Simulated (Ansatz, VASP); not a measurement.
# Br: VASP beside Ansatz

```
Br
1.0
     2.61717    0.00000    0.00000
     0.00000    3.40224    0.00000
     0.26630    0.00000    8.87666
Br
2
Cartesian
  0.0000 0.0000 0.0000
  1.4417 1.7011 4.4383
```

Change from the starting cell: shear of c along a, cell held, atoms relaxed: +3.0 %.

Alike in both runs: task single point; functional PBE; k mesh 16 × 12 × 6; occupations gaussian, width 0.1 eV; no spin polarisation.

```csv
,VASP,Ansatz
version,VASP 6.6.1,Ansatz 0.2.0
potentials or method,"VASP PAW PBE potentials, release 64 (Br), cutoff 520 eV","scalar-relativistic, plane waves, PAW"
valence electrons in the cell,14,14
```

VASP gave:

- gap on the k mesh at the Fermi level (eV): none
- pressure (GPa): -0.1
- traceless stress, the component that is largest in VASP (GPa): -0.69

Task: Estimate Ansatz's values.

Result: gap on the k mesh at the Fermi level (eV): none; pressure (GPa): -0.1; traceless stress, the component that is largest in VASP (GPa): -0.70.

A gap of «none» marks a metal or a gap that the smearing closes. The functional is the same, so the differences come from potentials, cutoffs and numerics.
